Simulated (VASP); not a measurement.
# Ga (I4/mmm) in VASP: a series of runs

Ga is run at these levels: PBEsol; tasks: single point.

Everything below comes from runs of VASP 6.6.1. Logs are shortened: lines on timing, memory, paths and dates and some standing lists are left out, and cuts for length are marked.

### 1 The cell of the first run

Symmetry: I4/mmm, No. 139, tetragonal system. The conventional cell has a = 2.850 Å, b = 2.850 Å, c = 4.592 Å, α = 90.00°, β = 90.00°, γ = 90.00°. Ga (site symmetry 4/mmm) has 12 Ga at 2.85 to 3.05 Å within 3.8 Å.

### 2 Single point, PBEsol (strain +0.015 along x and y, +0.030 along z)

Contents of INCAR:

```
ALGO = Fast ; EDIFF = 1E-6
ENCUT = 520 ; GGA = PS
ISIF = 2 ; ISMEAR = 0
LASPH = T ; LCHARG = F
LREAL = F ; LWAVE = F
NBANDS = 12 ; NELM = 80
PREC = Accurate ; SIGMA = 0.15
```

Contents of KPOINTS:

```
k-points
0
Gamma
  24 24 24
```

Contents of POSCAR:

```
Ga
1.0
   -1.4250600000      1.4250600000      2.2958700000
    1.4250600000     -1.4250600000      2.2958700000
    1.4250600000      1.4250600000     -2.2958700000
Ga
1
Direct
    0.0000000000      0.0000000000      0.0000000000
```

Potentials or basis: VASP PAW PBE potentials, release 64 (Ga_d).

On the command line:

```
$ cat potpaw_PBE.64/Ga_d/POTCAR > POTCAR
$ mpirun -np 1 vasp_std > vasp.out
```

OUTCAR:

```text
EDIFF = 1E-6
   ENCUT = 520
   GGA = PS
   ISIF = 2
   ISMEAR = 0
   LASPH = T
   LREAL = F
   NELM = 80
   PREC = Accurate

 ion  position               nearest neighbor table
   1  0.000  0.000  0.000-

  LATTYP: Found a body centered tetragonal cell.
 ALAT       =     2.8501200000
 C/A-ratio  =     1.6110690076

  Lattice vectors:

 A1 = (  -1.4250600000,   1.4250600000,   2.2958700000)
 A2 = (   1.4250600000,  -1.4250600000,   2.2958700000)
 A3 = (   1.4250600000,   1.4250600000,  -2.2958700000)

Analysis of symmetry for initial positions (statically):
=====================================================================
 Subroutine PRICEL returns:
 Original cell was already a primitive cell.

 Routine SETGRP: Setting up the symmetry group for a
 body centered tetragonal supercell.

 Subroutine GETGRP returns: Found 16 space group operations
 (whereof 16 operations were pure point group operations)
 out of a pool of 16 trial point group operations.

The static configuration has the point symmetry D_4h.

Analysis of symmetry for dynamics (positions and initial velocities):
=====================================================================
 Subroutine PRICEL returns:
 Original cell was already a primitive cell.

 Routine SETGRP: Setting up the symmetry group for a
 body centered tetragonal supercell.

 Subroutine GETGRP returns: Found 16 space group operations
 (whereof 16 operations were pure point group operations)
 out of a pool of 16 trial point group operations.

The dynamic configuration has the point symmetry D_4h.

 Subroutine INISYM returns: Found 16 space group operations
 (whereof 16 operations are pure point group operations),
 and found     1 'primitive' translations

----------------------------------------------------------------------------------------

                                     Primitive cell

  volume of cell :      18.6498

  direct lattice vectors                    reciprocal lattice vectors
    -1.425060000  1.425060000  2.295870000     0.000000000  0.350862420  0.217782366
     1.425060000 -1.425060000  2.295870000     0.350862420  0.000000000  0.217782366
     1.425060000  1.425060000 -2.295870000     0.350862420  0.350862420  0.000000000

  length of vectors
     3.054932252  3.054932252  3.054932252     0.412957136  0.412957136  0.496194393

  position of ions in fractional coordinates (direct lattice)
     0.000000000  0.000000000  0.000000000

  ion indices of the primitive-cell ions
   primitive index   ion index
                 1           1

----------------------------------------------------------------------------------------

 KPOINTS: k-points

Automatic generation of k-mesh.
 Grid dimensions read from file:
 generate k-points for:   24   24   24

 Generating k-lattice:

  Cartesian coordinates                     Fractional coordinates (reciprocal lattice)
     0.000000000  0.014619267  0.009074265     0.041666667 -0.000000000  0.000000000
     0.014619267  0.000000000  0.009074265    -0.000000000  0.041666667  0.000000000
     0.014619267  0.014619267  0.000000000     0.000000000  0.000000000  0.041666667

  Length of vectors
     0.017206547  0.017206547  0.020674766

  Shift w.r.t. Gamma in fractional coordinates (k-lattice)
     0.000000000  0.000000000  0.000000000

 Subroutine IBZKPT returns following result:
 ===========================================

 Found   1063 irreducible k-points:

 Following reciprocal coordinates:
            Coordinates               Weight
  0.000000  0.000000  0.000000      1.000000
  0.041667  0.000000  0.000000      8.000000
  0.083333 -0.000000  0.000000      8.000000
  0.125000 -0.000000  0.000000      8.000000
  0.166667  0.000000  0.000000      8.000000
  0.208333 -0.000000  0.000000      8.000000
[... 16 lines left out ...]
  0.416667  0.041667  0.000000     16.000000
  0.458333  0.041667  0.000000     16.000000
 [... further k-points ...]
   k-points           NKPTS =   1063   k-points in BZ     NKDIM =   1063   number of bands    NBANDS=     12
   number of dos      NEDOS =    301   number of ions     NIONS =      1
   total plane-waves  NPLWV =  13824
   dimension x,y,z NGX =    24 NGY =   24 NGZ =   24
   dimension x,y,z NGXF=    48 NGYF=   48 NGZF=   48
   ions per type =               1
   NGX,Y,Z   is equivalent  to a cutoff of  13.06, 13.06, 13.06 a.u.
   NGXF,Y,Z  is equivalent  to a cutoff of  26.12, 26.12, 26.12 a.u.
 SYSTEM =  unknown system
   PREC   = accura    normal or accurate (medium, high low for compatibility)
   ISTART =      0    job   : 0-new  1-cont  2-samecut
   ICHARG =      2    charge: 1-file 2-atom 10-const
   ISPIN  =      1    spin polarized calculation?
   LNONCOLLINEAR =      F non collinear calculations
   LSORBIT =      F    spin-orbit coupling
   LASPH  =      T    aspherical Exc in radial PAW
   ENCUT  =  520.0 eV  38.22 Ry    6.18 a.u.   5.68  5.68  5.68*2*pi/ulx,y,z
   NELM   =     80;   NELMIN=  2; NELMDL= -5     # of ELM steps
   EDIFF  = 0.1E-05   stopping-criterion for ELM
   LREAL  =      F    real-space projection
   EDIFFG = 0.1E-04   stopping-criterion for IOM
   NSW    =      0    number of steps for IOM
   IBRION =     -1    ionic relax: 0-MD 1-quasi-New 2-CG
   NFREE  =      0    steps in history (QN), initial steepest desc. (CG)
   ISIF   =      2    stress and relaxation
   ISYM   =      2    0-nonsym 1-usesym 2-fastsym
   POTIM  = 0.5000    time-step for ionic-motion
   TEBEG  =    0.0;   TEEND  =   0.0 temperature during run
   PSTRESS=    0.0 pullay stress
   NELECT =      13.0000    total number of electrons
   NUPDOWN=      -1.0000    fix difference up-down
   EMIN   =  10.00;   EMAX   =-10.00  energy-range for DOS
   EFERMI =   0.00;   METHOD = LEGACY
   ISMEAR =     0;   SIGMA  =   0.15  broadening in eV -4-tet -1-fermi 0-gaus
   EFERMI_NEDOS =   21; number of points for ismear=-14 and -15
   IALGO  =     68    algorithm
   IMIX   =      4    mixing-type and parameters
     AMIX     =   0.40;   BMIX     =  1.00
     AMIX_MAG =   1.60;   BMIX_MAG =  1.00
  volume/ion in A,a.u.               =      18.65       125.85
  Fermi-wavevector in a.u.,A,eV,Ry     =   1.451548  2.743028 28.667363  2.106992
  Thomas-Fermi vector in A             =   2.569033
   LORBIT       =      0    0 simple, 1 ext, 2 COOP (PROOUT), +10 PAW based schemes
   GGA     = PS    functional components
   LHFCALC =     F    Hartree Fock is set to
   AEXX    =    0.0000 exact exchange contribution
   IVDW    =     0    specifies the selected vdW correction
   LEPSILON=     F    determine dielectric tensor
   LRPA    =     F    only Hartree local field effects (RPA)
 non-spin polarized calculation
 RMM-DIIS sequential band-by-band and
 Gauss-broadening in eV      SIGMA  =   0.15
  energy-cutoff  :      520.00
  volume of cell :       18.65
 maximum number of plane-waves:       519
   NGX = 11   NGY = 11   NGZ = 11

 number of electron      13.0000001 magnetization

 Free energy of the ion-electron system (eV)
  ---------------------------------------------------
  ext. energy  EPLUGINS =         0.00000000
  ---------------------------------------------------
  free energy    TOTEN  =        -3.32888718 eV

  energy without entropy =       -3.32421858  energy(sigma->0) =       -3.32655288

 E-fermi :   5.4904     XC(G=0): -11.2084

 val. band max:        5.4833610559   @ k =  -0.4167   0.5000   0.0417
 cond. band min:       5.5015260259   @ k =  -0.4583   0.4583   0.0833
 fundamental gap:      0.0181649700
 Fermi energy:         5.4904424548

 k-point     1 :       0.0000    0.0000    0.0000
  band No.  band energies     occupation
      1      -9.4325      2.00000
      2      -9.3002      2.00000
      3      -9.3002      2.00000
      4      -9.2959      2.00000
      5      -9.1568      2.00000
      6      -5.6339      2.00000
      7      17.7885      0.00000
      8      17.8617      0.00000
      9      17.8617      0.00000
     10      21.4050      0.00000
     11      21.6562      0.00000
     12      22.1359      0.00000

 k-point     2 :       0.0417    0.0000    0.0000
  band No.  band energies     occupation
      1      -9.4299      2.00000
      2      -9.3013      2.00000
      3      -9.2984      2.00000
      4      -9.2949      2.00000
      5      -9.1580      2.00000
      6      -5.5886      2.00000
      7      17.2370      0.00000
      8      17.6443      0.00000
      9      17.8110      0.00000
     10      20.8946      0.00000
     11      21.7434      0.00000
     12      22.2636      0.00000

 k-point     3 :       0.0833   -0.0000    0.0000
  band No.  band energies     occupation
      1      -9.4229      2.00000
      2      -9.3058      2.00000
      3      -9.2931      2.00000
      4      -9.2903      2.00000
      5      -9.1616      2.00000
      6      -5.4527      2.00000
      7      15.8499      0.00000
      8      17.2326      0.00000
      9      17.6785      0.00000
     10      20.4511      0.00000
     11      21.8618      0.00000
     12      22.6242      0.00000
[... 286 lines left out ...]
 k-point    23 :       0.4167    0.0417    0.0000
  band No.  band energies     occupation
      1      -9.4188      2.00000
      2      -9.3922      2.00000
      3      -9.2832      2.00000
      4      -9.1412      2.00000
      5      -9.1109      2.00000
      6      -0.7405      2.00000
      7       3.1855      2.00000
      8      13.6615      0.00000
      9      16.3478      0.00000
     10      17.8891      0.00000
     11      20.1385      0.00000
     12      22.0797      0.00000

 k-point    24 :       0.4583    0.0417    0.0000
  band No.  band energies     occupation
      1      -9.4240      2.00000
      2      -9.3936      2.00000
      3      -9.2866      2.00000
      4      -9.1378      2.00000
      5      -9.0992      2.00000
      6       0.1914      2.00000
      7       2.0386      2.00000
      8      13.5205      0.00000
      9      16.4565      0.00000
     10      17.8356      0.00000
     11      19.9979      0.00000
     12      22.2038      0.00000

 [... further k-points ...]

------------------------ aborting loop because EDIFF is reached ----------------------------------------

  FORCE on cell =-STRESS in cart. coord.  units (eV):
  Direction    XX          YY          ZZ          XY          YZ          ZX
  --------------------------------------------------------------------------------------
  -------------------------------------------------------------------------------------
  Total       -0.3033571     -0.3033571     -0.3109265      0.0000000      0.0000000      0.0000000
  in kB      -26.0610014    -26.0610014    -26.7112807      0.0000000      0.0000000      0.0000000
  external PRESSURE =     -26.2777612 kB  Pullay stress =       0.0000000 kB

 VOLUME and BASIS-vectors are now :
 -----------------------------------------------------------------------------
  energy-cutoff  :      520.00
  volume of cell :       18.65
      direct lattice vectors                 reciprocal lattice vectors
    -1.425060000  1.425060000  2.295870000     0.000000000  0.350862420  0.217782366
     1.425060000 -1.425060000  2.295870000     0.350862420  0.000000000  0.217782366
     1.425060000  1.425060000 -2.295870000     0.350862420  0.350862420  0.000000000

 POSITION                                       TOTAL-FORCE (eV/Angst)
 -----------------------------------------------------------------------------------
      0.00000      0.00000      0.00000         0.000000     -0.000000     -0.000000
 -----------------------------------------------------------------------------------
    total drift:                                0.000000      0.000000      0.000000

  FREE ENERGIE OF THE ION-ELECTRON SYSTEM (eV)
  ---------------------------------------------------
  free  energy   TOTEN  =        -3.3288871828 eV

  energy  without entropy=       -3.3242185835  energy(sigma->0) =       -3.32655288
```

Wall time 2.2 min (1 thread of Intel Xeon Platinum 8259CL at 2.50GHz (Skylake/Cascade Lake), shared host); peak memory 0.33 GiB.

Results:

| Quantity | Value |
| --- | --- |
| Free energy | -3.3289 eV |
| Pressure | -2.6 GPa |
| Band gap on the k mesh | zero (an odd number of electrons rules out a gap without spin polarisation) |

Caveat: the cell differs from its parent crystal (strain +0.015 along x and y, +0.030 along z); the PAW data sets were made with another functional, which shifts forces and pressure a little.

### 3 Single point, PBEsol (strain +0.030 along x and y, +0.015 along z)

Contents of INCAR:

```
SYSTEM = Ga
ALGO = Fast
EDIFF = 1E-7
ENCUT = 520
GGA = PS
ISIF = 2
ISMEAR = 0
LASPH = .True.
LCHARG = .False.
LREAL = .False.
LWAVE = .False.
NBANDS = 12
NELM = 100
PREC = Accurate
SIGMA = 0.15
```

Contents of KPOINTS:

```
k-points
0
Gamma
  24 24 24
  0 0 0
```

Contents of POSCAR:

```
Ga
1.0
   -1.4461200000      1.4461200000      2.2624350000
    1.4461200000     -1.4461200000      2.2624350000
    1.4461200000      1.4461200000     -2.2624350000
Ga
1
Direct
    0.0000000000      0.0000000000      0.0000000000
```

Potentials or basis: VASP PAW PBE potentials, release 64 (Ga_d).

On the command line:

```
$ cat potpaw_PBE.64/Ga_d/POTCAR > POTCAR
$ mpirun -np 1 vasp_std > vasp.out
```

It took 2.5 min on 1 thread of Intel Xeon Platinum 8259CL at 2.50GHz (Skylake/Cascade Lake), shared host; peak memory 0.33 GiB.

It converged, with:

| Item | Value |
| --- | --- |
| Free energy | -3.3243 eV |
| Pressure | -3.4 GPa |
| Band gap on the k mesh | zero (an odd number of electrons rules out a gap without spin polarisation) |

Stress tensor (GPa, compression positive):
```
-3.29  0.00  0.00
 0.00 -3.29  0.00
 0.00  0.00 -3.58
```

Levels at points of the mesh, in eV from the Fermi level:
```
           k point  band 2  band 3  band 4  band 5  band 6  band 7  band 8  band 9  band 10  band 11
(0.00, 0.00, 0.00)  -14.79  -14.79  -14.75  -14.65  -11.01   12.18   12.18   12.21    15.81    15.99
(0.50, 0.00, 0.00)  -14.86  -14.77  -14.61  -14.58   -4.91   -3.93    8.47   11.00    12.59    15.09
(0.50, 0.50, 0.00)  -14.93  -14.61  -14.61  -14.52   -2.09   -1.63    4.08    4.85     7.88     8.06
(0.50, 0.50, 0.50)  -14.93  -14.59  -14.58  -14.58   -3.66   -3.26    6.08    6.08     9.36     9.86
```

Caveat: the cell differs from its parent crystal (strain +0.030 along x and y, +0.015 along z); the cell stands under tension; the PAW data sets were made with another functional, which shifts forces and pressure a little.

### 4 Single point, PBEsol (strain +0.030 along x and y, +0.030 along z)

Contents of INCAR:

```
SYSTEM = Ga
PREC = Accurate
ENCUT = 520
EDIFF = 1E-7
ISMEAR = 0
SIGMA = 0.15
LREAL = .FALSE.
LASPH = .TRUE.
NELM = 80
ALGO = Fast
ISIF = 2
LWAVE = .FALSE.
LCHARG = .FALSE.
GGA = PS
NBANDS = 12
```

Contents of KPOINTS:

```
regular mesh
0
G
  24 24 24
  0 0 0
```

Contents of POSCAR:

```
Ga
1.0
   -1.4461200000      1.4461200000      2.2958700000
    1.4461200000     -1.4461200000      2.2958700000
    1.4461200000      1.4461200000     -2.2958700000
Ga
1
Direct
    0.0000000000      0.0000000000      0.0000000000
```

On the command line:

```
$ cat potpaw_PBE.64/Ga_d/POTCAR > POTCAR
$ mpirun -np 1 vasp_std > vasp.out
```

Wall time 2.4 min (1 thread of Intel Xeon Platinum 8259CL at 2.50GHz (Skylake/Cascade Lake), shared host); peak memory 0.34 GiB.

Results (log left out):

```
Free energy            : -3.3177 eV
Pressure               : -4.0 GPa
Band gap on the k mesh : zero (an odd number of electrons rules out a gap without spin polarisation)
```

Stress tensor (GPa, compression positive):
```
-3.92  0.00  0.00
 0.00 -3.92  0.00
 0.00  0.00 -4.11
```

Levels at points of the mesh, in eV from the Fermi level:
```tsv
k point	band 3	band 4	band 5	band 6	band 7	band 8	band 9	band 10
(0.00, 0.00, 0.00)	-14.76	-14.75	-14.63	-10.89	12.02	12.04	12.04	15.67
(0.50, 0.00, 0.00)	-14.75	-14.60	-14.57	-4.88	-3.84	8.17	11.05	12.22
(0.50, 0.50, 0.00)	-14.60	-14.60	-14.51	-1.97	-1.55	3.93	4.82	7.74
(0.50, 0.50, 0.50)	-14.58	-14.57	-14.57	-3.85	-3.28	6.20	6.20	9.45
```

Caveat: the cell differs from its parent crystal (strain +0.030 along x and y, +0.030 along z); the cell stands under tension; the PAW data sets were made with another functional, which shifts forces and pressure a little.

(Continued in part 2 of 2.)
